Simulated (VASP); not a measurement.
# AlAs (F-43m) in VASP: further runs

AlAs is run at these levels: PBE, r2SCAN; tasks: single point.

Everything below comes from runs of VASP 6.6.1. Logs are shortened: lines on timing, memory, paths and dates and some standing lists are left out, and cuts for length are marked.

### Step 1. The cell of the first run

Symmetry: F-43m, No. 216, cubic system. The conventional cell has a = 5.678 Å, b = 5.678 Å, c = 5.678 Å, α = 90.00°, β = 90.00°, γ = 90.00°. Al (site symmetry -43m) has 4 As at 2.46 Å within 3.2 Å. As (site symmetry -43m) has 4 Al at 2.46 Å within 3.2 Å.

### Step 2. Single point, PBE

The input, INCAR:

```
ALGO     = Normal         # electronic algorithm
EDIFF    = 1E-6           # SCF threshold, eV
ENCUT    = 500            # plane-wave cutoff, eV
GGA      = PE             # functional
GGA_COMPAT= False        
ISIF     = 2              # what is computed and relaxed
ISMEAR   = 0              # smearing method
LASPH    = True           # aspherical terms in the spheres
LCHARG   = True           # write CHGCAR
LELF     = True           # ELF
LREAL    = False          # projectors in reciprocal space
LVHAR    = True         
LWAVE    = False          # write WAVECAR
NBANDS   = 11             # bands
NELM     = 120            # most SCF steps
PREC     = Accurate       # precision mode
SIGMA    = 0.01           # smearing width, eV
```

The input, KPOINTS:

```
k-points
0
Gamma
  8 8 8
```

The input, POSCAR:

```
AlAs
1.0
    0.0000000000      2.8389251755      2.8389251755
    2.8389251755      0.0000000000      2.8389251755
    2.8389251755      2.8389251755      0.0000000000
Al As
1 1
Direct
    0.0000000000      0.0000000000      0.0000000000
    0.2500000000      0.2500000000      0.2500000000
```

Potentials or basis: VASP PAW PBE potentials, release 64 (Al, As).

On the command line:

```
$ cat potpaw_PBE.64/Al/POTCAR potpaw_PBE.64/As/POTCAR > POTCAR
$ mpirun -np 1 vasp_std > vasp.out
```

OUTCAR:

```text
EDIFF = 1E-6
   ENCUT = 500
   GGA = PE
   ISIF = 2
   ISMEAR = 0
   LASPH = True
   LREAL = False
   NELM = 120
   PREC = Accurate

 ion  position               nearest neighbor table
   1  0.000  0.000  0.000-   2 2.46   2 2.46   2 2.46   2 2.46
   2  0.250  0.250  0.250-   1 2.46   1 2.46   1 2.46   1 2.46

  LATTYP: Found a face centered cubic cell.
 ALAT       =     5.6778503510

  Lattice vectors:

 A1 = (   0.0000000000,   2.8389251755,   2.8389251755)
 A2 = (   2.8389251755,   0.0000000000,   2.8389251755)
 A3 = (   2.8389251755,   2.8389251755,   0.0000000000)

Analysis of symmetry for initial positions (statically):
=====================================================================
 Subroutine PRICEL returns:
 Original cell was already a primitive cell.

 Routine SETGRP: Setting up the symmetry group for a
 face centered cubic supercell.

 Subroutine GETGRP returns: Found 24 space group operations
 (whereof 24 operations were pure point group operations)
 out of a pool of 48 trial point group operations.

The static configuration has the point symmetry T_d .

Analysis of symmetry for dynamics (positions and initial velocities):
=====================================================================
 Subroutine PRICEL returns:
 Original cell was already a primitive cell.

 Routine SETGRP: Setting up the symmetry group for a
 face centered cubic supercell.

 Subroutine GETGRP returns: Found 24 space group operations
 (whereof 24 operations were pure point group operations)
 out of a pool of 48 trial point group operations.

The dynamic configuration has the point symmetry T_d .

 Subroutine INISYM returns: Found 24 space group operations
 (whereof 24 operations are pure point group operations),
 and found     1 'primitive' translations

----------------------------------------------------------------------------------------

                                     Primitive cell

  volume of cell :      45.7606

  direct lattice vectors                    reciprocal lattice vectors
     0.000000000  2.838925176  2.838925176    -0.176122993  0.176122993  0.176122993
     2.838925176  0.000000000  2.838925176     0.176122993 -0.176122993  0.176122993
     2.838925176  2.838925176  0.000000000     0.176122993  0.176122993 -0.176122993

  length of vectors
     4.014846486  4.014846486  4.014846486     0.305053973  0.305053973  0.305053973

  position of ions in fractional coordinates (direct lattice)
     0.000000000  0.000000000  0.000000000
     0.250000000  0.250000000  0.250000000

  ion indices of the primitive-cell ions
   primitive index   ion index
                 1           1
                 2           2

----------------------------------------------------------------------------------------

 KPOINTS: k-points

Automatic generation of k-mesh.
 Grid dimensions read from file:
 generate k-points for:    8    8    8

 Generating k-lattice:

  Cartesian coordinates                     Fractional coordinates (reciprocal lattice)
    -0.022015374  0.022015374  0.022015374     0.125000000  0.000000000  0.000000000
     0.022015374 -0.022015374  0.022015374     0.000000000  0.125000000  0.000000000
     0.022015374  0.022015374 -0.022015374     0.000000000  0.000000000  0.125000000

  Length of vectors
     0.038131747  0.038131747  0.038131747

  Shift w.r.t. Gamma in fractional coordinates (k-lattice)
     0.000000000  0.000000000  0.000000000

 Subroutine IBZKPT returns following result:
 ===========================================

 Found     29 irreducible k-points:

 Following reciprocal coordinates:
            Coordinates               Weight
  0.000000  0.000000  0.000000      1.000000
  0.125000  0.000000  0.000000      8.000000
  0.250000  0.000000  0.000000      8.000000
  0.375000  0.000000  0.000000      8.000000
  0.500000  0.000000  0.000000      4.000000
  0.125000  0.125000  0.000000      6.000000
[... 16 lines left out ...]
  0.500000  0.250000  0.125000     48.000000
 -0.375000  0.250000  0.125000     24.000000
 [... further k-points ...]
   k-points           NKPTS =     29   k-points in BZ     NKDIM =     29   number of bands    NBANDS=     11
   number of dos      NEDOS =    301   number of ions     NIONS =      2
   total plane-waves  NPLWV =  27000
   dimension x,y,z NGX =    30 NGY =   30 NGZ =   30
   dimension x,y,z NGXF=    60 NGYF=   60 NGZF=   60
   ions per type =               1   1
   NGX,Y,Z   is equivalent  to a cutoff of  12.42, 12.42, 12.42 a.u.
   NGXF,Y,Z  is equivalent  to a cutoff of  24.84, 24.84, 24.84 a.u.
 SYSTEM =  unknown system
   PREC   = accura    normal or accurate (medium, high low for compatibility)
   ISTART =      0    job   : 0-new  1-cont  2-samecut
   ICHARG =      2    charge: 1-file 2-atom 10-const
   ISPIN  =      1    spin polarized calculation?
   LNONCOLLINEAR =      F non collinear calculations
   LSORBIT =      F    spin-orbit coupling
   LASPH  =      T    aspherical Exc in radial PAW
   ENCUT  =  500.0 eV  36.75 Ry    6.06 a.u.   7.32  7.32  7.32*2*pi/ulx,y,z
   NELM   =    120;   NELMIN=  2; NELMDL= -5     # of ELM steps
   EDIFF  = 0.1E-05   stopping-criterion for ELM
   LREAL  =      F    real-space projection
   EDIFFG = 0.1E-04   stopping-criterion for IOM
   NSW    =      0    number of steps for IOM
   IBRION =     -1    ionic relax: 0-MD 1-quasi-New 2-CG
   NFREE  =      0    steps in history (QN), initial steepest desc. (CG)
   ISIF   =      2    stress and relaxation
   ISYM   =      2    0-nonsym 1-usesym 2-fastsym
   POTIM  = 0.5000    time-step for ionic-motion
   TEBEG  =    0.0;   TEEND  =   0.0 temperature during run
   PSTRESS=    0.0 pullay stress
   NELECT =       8.0000    total number of electrons
   NUPDOWN=      -1.0000    fix difference up-down
   EMIN   =  10.00;   EMAX   =-10.00  energy-range for DOS
   EFERMI =   0.00;   METHOD = LEGACY
   ISMEAR =     0;   SIGMA  =   0.01  broadening in eV -4-tet -1-fermi 0-gaus
   EFERMI_NEDOS =   21; number of points for ismear=-14 and -15
   IALGO  =     38    algorithm
   IMIX   =      4    mixing-type and parameters
     AMIX     =   0.40;   BMIX     =  1.00
     AMIX_MAG =   1.60;   BMIX_MAG =  1.00
  volume/ion in A,a.u.               =      22.88       154.40
  Fermi-wavevector in a.u.,A,eV,Ry     =   0.915393  1.729842 11.400923  0.837944
  Thomas-Fermi vector in A             =   2.040129
   LORBIT       =      0    0 simple, 1 ext, 2 COOP (PROOUT), +10 PAW based schemes
   GGA     = PE    functional components
   LHFCALC =     F    Hartree Fock is set to
   AEXX    =    0.0000 exact exchange contribution
   IVDW    =     0    specifies the selected vdW correction
   LEPSILON=     F    determine dielectric tensor
   LRPA    =     F    only Hartree local field effects (RPA)
 non-spin polarized calculation
 Gauss-broadening in eV      SIGMA  =   0.01
  energy-cutoff  :      500.00
  volume of cell :       45.76
 maximum number of plane-waves:      1211
 NGX is ok and might be reduce to    30
   NGX = 15   NGY = 15   NGZ = 15

 number of electron       7.9999999 magnetization

 Free energy of the ion-electron system (eV)
  ---------------------------------------------------
  ext. energy  EPLUGINS =         0.00000000
  ---------------------------------------------------
  free energy    TOTEN  =        -9.37958248 eV

  energy without entropy =       -9.37958248  energy(sigma->0) =       -9.37958248

 E-fermi :   3.9360     XC(G=0):  -9.0065

 val. band max:        3.8130435211   @ k =   0.0000   0.0000   0.0000
 cond. band min:       5.2633560260   @ k =   0.5000   0.5000   0.0000
 fundamental gap:      1.4503125049
 Fermi energy:         3.9360061011

 k-point     1 :       0.0000    0.0000    0.0000
  band No.  band energies     occupation
      1      -8.0014      2.00000
      2       3.8130      2.00000
      3       3.8130      2.00000
      4       3.8130      2.00000
      5       5.8025      0.00000
      6       8.0848      0.00000
      7       8.0848      0.00000
      8       8.0848      0.00000
      9      12.6353      0.00000
     10      12.8068      0.00000
     11      12.8068      0.00000

 k-point     2 :       0.1250    0.0000    0.0000
  band No.  band energies     occupation
      1      -7.8502      2.00000
      2       2.3880      2.00000
      3       3.6533      2.00000
      4       3.6533      2.00000
      5       6.5585      0.00000
      6       8.3647      0.00000
      7       8.3647      0.00000
      8       8.4806      0.00000
      9      12.2095      0.00000
     10      12.2095      0.00000
     11      13.3557      0.00000

 k-point     3 :       0.2500    0.0000    0.0000
  band No.  band energies     occupation
      1      -7.4310      2.00000
      2       0.4437      2.00000
      3       3.3378      2.00000
      4       3.3378      2.00000
      5       6.3929      0.00000
      6       8.7074      0.00000
      7       8.7074      0.00000
      8      10.2147      0.00000
      9      12.1049      0.00000
     10      12.1049      0.00000
     11      13.1839      0.00000

 k-point     4 :       0.3750    0.0000    0.0000
  band No.  band energies     occupation
      1      -6.8897      2.00000
      2      -1.0905      2.00000
      3       3.0856      2.00000
      4       3.0856      2.00000
      5       6.0518      0.00000
      6       8.6001      0.00000
      7       8.6001      0.00000
      8      11.4983      0.00000
      9      13.3896      0.00000
     10      13.3896      0.00000
     11      13.4967      0.00000

 k-point     5 :       0.5000    0.0000    0.0000
  band No.  band energies     occupation
      1      -6.6012      2.00000
      2      -1.7191      2.00000
      3       2.9940      2.00000
      4       2.9940      2.00000
      5       5.9227      0.00000
      6       8.4864      0.00000
      7       8.4864      0.00000
      8      11.5465      0.00000
      9      14.9338      0.00000
     10      15.3325      0.00000
     11      15.3325      0.00000
[... 211 lines left out ...]
 k-point    21 :       0.5000    0.5000    0.0000
  band No.  band energies     occupation
      1      -6.0589      2.00000
      2      -1.5879      2.00000
      3       1.6591      2.00000
      4       1.6591      2.00000
      5       5.2634      0.00000
      6       6.1049      0.00000
      7      14.0785      0.00000
      8      14.0785      0.00000
      9      15.4893      0.00000
     10      16.3197      0.00000
     11      16.3197      0.00000

 k-point    22 :       0.3750    0.2500    0.1250
  band No.  band energies     occupation
      1      -7.0803      2.00000
      2       0.0634      2.00000
      3       1.8777      2.00000
      4       2.8450      2.00000
      5       7.3975      0.00000
      6       8.0478      0.00000
      7       9.1072      0.00000
      8      10.3086      0.00000
      9      11.9561      0.00000
     10      14.2131      0.00000
     11      15.7864      0.00000

 k-point    23 :       0.5000    0.2500    0.1250
  band No.  band energies     occupation
      1      -6.5934      2.00000
      2      -0.9410      2.00000
      3       1.2960      2.00000
      4       2.4672      2.00000
      5       7.4762      0.00000
      6       8.2552      0.00000
      7       9.5759      0.00000
      8      10.6506      0.00000
      9      13.1148      0.00000
     10      14.3223      0.00000
     11      15.9452      0.00000

 k-point    24 :      -0.3750    0.2500    0.1250
  band No.  band energies     occupation
      1      -6.3424      2.00000
      2      -1.4156      2.00000
      3       1.1453      2.00000
      4       2.2860      2.00000
      5       7.4613      0.00000
      6       8.0489      0.00000
      7      10.4577      0.00000
      8      11.4214      0.00000
      9      12.1368      0.00000
     10      14.7883      0.00000
     11      16.0576      0.00000

 [... further k-points ...]

------------------------ aborting loop because EDIFF is reached ----------------------------------------

  FORCE on cell =-STRESS in cart. coord.  units (eV):
  Direction    XX          YY          ZZ          XY          YZ          ZX
  --------------------------------------------------------------------------------------
  -------------------------------------------------------------------------------------
  Total        0.5917111      0.5917111      0.5917111      0.0000000     -0.0000000      0.0000000
  in kB       20.7170759     20.7170759     20.7170759      0.0000000     -0.0000000      0.0000000
  external PRESSURE =      20.7170759 kB  Pullay stress =       0.0000000 kB

 VOLUME and BASIS-vectors are now :
 -----------------------------------------------------------------------------
  energy-cutoff  :      500.00
  volume of cell :       45.76
      direct lattice vectors                 reciprocal lattice vectors
     0.000000000  2.838925176  2.838925176    -0.176122993  0.176122993  0.176122993
     2.838925176  0.000000000  2.838925176     0.176122993 -0.176122993  0.176122993
     2.838925176  2.838925176  0.000000000     0.176122993  0.176122993 -0.176122993

 POSITION                                       TOTAL-FORCE (eV/Angst)
 -----------------------------------------------------------------------------------
      0.00000      0.00000      0.00000         0.000000      0.000000     -0.000000
      1.41946      1.41946      1.41946        -0.000000     -0.000000      0.000000
 -----------------------------------------------------------------------------------
    total drift:                               -0.000000     -0.000000     -0.000000

  FREE ENERGIE OF THE ION-ELECTRON SYSTEM (eV)
  ---------------------------------------------------
  free  energy   TOTEN  =        -9.3795824765 eV

  energy  without entropy=       -9.3795824765  energy(sigma->0) =       -9.37958248
```

Wall time 16 s (1 thread of Intel Xeon 6975P-C (Granite Rapids), shared host); peak memory 0.17 GiB.

Results:

```
Free energy            : -9.3796 eV
Pressure               : 2.1 GPa
Band gap on the k mesh : 1.45 eV, indirect (least direct gap 1.99 eV)
```

A k mesh can miss the band edges.

### Step 3. Single point, r2SCAN

POSCAR is that of step 2.

The input, INCAR.step1:

```
SYSTEM = AlAs
PREC = Accurate ; ENCUT = 550
ISMEAR = 0 ; SIGMA = 0.01
LREAL = .FALSE. ; LASPH = .TRUE.
NELM = 120 ; NBANDS = 11
GGA = PE ; ALGO = Normal
EDIFF = 1E-5 ; LWAVE = .TRUE.
LCHARG = .FALSE. ; GGA_COMPAT = .FALSE.
```

The input, INCAR.step2:

```
SYSTEM = AlAs
PREC = Accurate ; ENCUT = 550
EDIFF = 1E-6 ; ISMEAR = 0
SIGMA = 0.01 ; LREAL = .FALSE.
LASPH = .TRUE. ; NELM = 120
ALGO = Normal ; ISIF = 2
LWAVE = .FALSE. ; LCHARG = .FALSE.
METAGGA = R2SCAN ; LMIXTAU = .TRUE.
NBANDS = 11 ; ISTART = 1
GGA_COMPAT = .FALSE.
```

The input, KPOINTS:

```
regular mesh
0
G
  6 6 6
  0 0 0
```

Potentials or basis: VASP PAW PBE potentials, release 64 (Al, As).

On the command line:

```
$ cat potpaw_PBE.64/Al/POTCAR potpaw_PBE.64/As/POTCAR > POTCAR
$ cp INCAR.step1 INCAR
$ mpirun -np 1 vasp_std > vasp.out
$ cp INCAR.step2 INCAR
$ mpirun -np 1 vasp_std > vasp.out
```

It took 37 s on 1 thread of Intel Xeon 6975P-C (Granite Rapids), shared host; peak memory 0.18 GiB.

The run converged. Its results:

```
Free energy            : -22.6871 eV
Pressure               : 0.0 GPa
Band gap on the k mesh : 1.80 eV, indirect (least direct gap 2.63 eV)
```

Levels at points of the mesh, in eV from the valence-band top:
```tsv
k point	band 1	band 2	band 3	band 4	band 5	band 6	band 7	band 8
(0.00, 0.00, 0.00)	-12.27	0.00	0.00	0.00	2.63	4.69	4.69	4.69
(0.50, 0.00, 0.00)	-10.80	-5.66	-0.84	-0.84	2.61	5.09	5.09	8.38
(0.50, 0.50, 0.00)	-10.23	-5.51	-2.22	-2.22	1.80	2.68	11.11	11.11
```

Caveat: the PAW data sets were made with another functional, which shifts forces and pressure a little. r2SCAN opens gaps a little over a GGA but as a rule still falls short of measured ones.

(Continued in part 2 of 2.)
